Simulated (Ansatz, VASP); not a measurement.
**Ca in VASP and in Ansatz**

The input INCAR:

```
PREC = Accurate
ENCUT = 520
EDIFF = 1E-6
ISMEAR = -1
SIGMA = 0.1
LREAL = False
LASPH = True
NELM = 100
ALGO = Normal
ISIF = 2
LWAVE = False
LCHARG = True
GGA = PE
LELF = True
LVHAR = True
NBANDS = 11
```

The input KPOINTS:

```
regular mesh
0
Gamma
  15 15 15
```

Contents of POSCAR:

```
Ca
1.0
    3.3779356145      0.0000000000      0.0000000000
    0.0000000000      3.3779356145      0.0000000000
    0.0000000000      0.0000000000      3.3779356145
Ca
1
Direct
    0.0000000000      0.0000000000      0.0000000000
```

Input for Ansatz:

```yaml
crystal:
  lattice:
    - [3.3779356145, 0.0, 0.0]
    - [0.0, 3.3779356145, 0.0]
    - [0.0, 0.0, 3.3779356145]
  atoms:
    - { symbol: Ca, position: [0.0, 0.0, 0.0] }
hamiltonian:
  xc: pbe
  pseudopotentials:
    kind: paw
    azcp:
      Ca: "pseudopotentials/Ca.paw.azcp"
basis:
  ecutwfc: 420
  fft_grid_basis: typed
kpoints:
  mp_grid: { grid: [15, 15, 15], shift: [0, 0, 0] }
magnetization:
  spin_polarized: false
scf:
  occupations: { method: fermi_dirac, width: 0.1 }
output:
  stress: true
```

Alike in both runs: task single point; functional PBE; k mesh 15 × 15 × 15; occupations fermi-dirac, width 0.1 eV; no spin polarisation.

```csv
,VASP,Ansatz
version,VASP 6.6.1,Ansatz 0.2.0
potentials or method,"VASP PAW PBE potentials, release 64 (Ca_sv), cutoff 520 eV","plane waves (420 eV) with PAW, scalar-relativistic"
valence electrons in the cell,10,10
```

|  | VASP | Ansatz | Ansatz less VASP |
| --- | --- | --- | --- |
| pressure (GPa) | 1.7 | 1.7 | 0.00 |
